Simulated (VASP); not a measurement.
The system is GaAs.

```
Ga As
1.0
     0.00000    2.81239    2.81239
     2.81239    0.00000    2.81239
     2.81239    2.81239    0.00000
Ga As
1 1
Direct
  0.00000 0.00000 0.00000
  0.25000 0.25000 0.25000
```

* Program: VASP 6.6.1
* Task: relaxation of cell and atoms
* Functional: PBEsol
* Potentials or basis: VASP PAW PBE potentials, release 64 (Ga_d, As)
* Cutoff: 500 eV
* k mesh: 12 × 12 × 12
* Occupations: gaussian, width 0.02 eV
* Spin: no spin polarisation

At the start: pressure 1.5 GPa; volume 22.24 Å³/atom.

Q: How do energy, volume and symmetry change on relaxing?

A: Over 3 steps the energy falls by 2.1 meV/atom and the volume is 22.71 Å³/atom (+2.1 %); space group F-43m (No. 216, to 0.1 Å) before and after.

Step by step:
| step | energy change (eV) | largest force (eV/Å) | pressure (GPa) | volume (Å³) |
| --- | --- | --- | --- | --- |
| 1 | 0.0000 | 0.0000 | 1.47 | 44.49 |
| 2 | -0.0034 | 0.0000 | -0.61 | 45.82 |
| 3 | -0.0042 | 0.0000 | -0.02 | 45.41 |

Final structure:
```yaml
crystal:
  lattice:
    - [0.00000, 2.83168, 2.83168]
    - [2.83168, 0.00000, 2.83168]
    - [2.83168, 2.83168, 0.00000]
  atoms:
    - { symbol: Ga, position: [0.00000, 0.00000, 0.00000] }
    - { symbol: As, position: [0.25000, 0.25000, 0.25000] }
```

Caveat: the PAW data sets were made with another functional, which shifts forces and pressure a little.
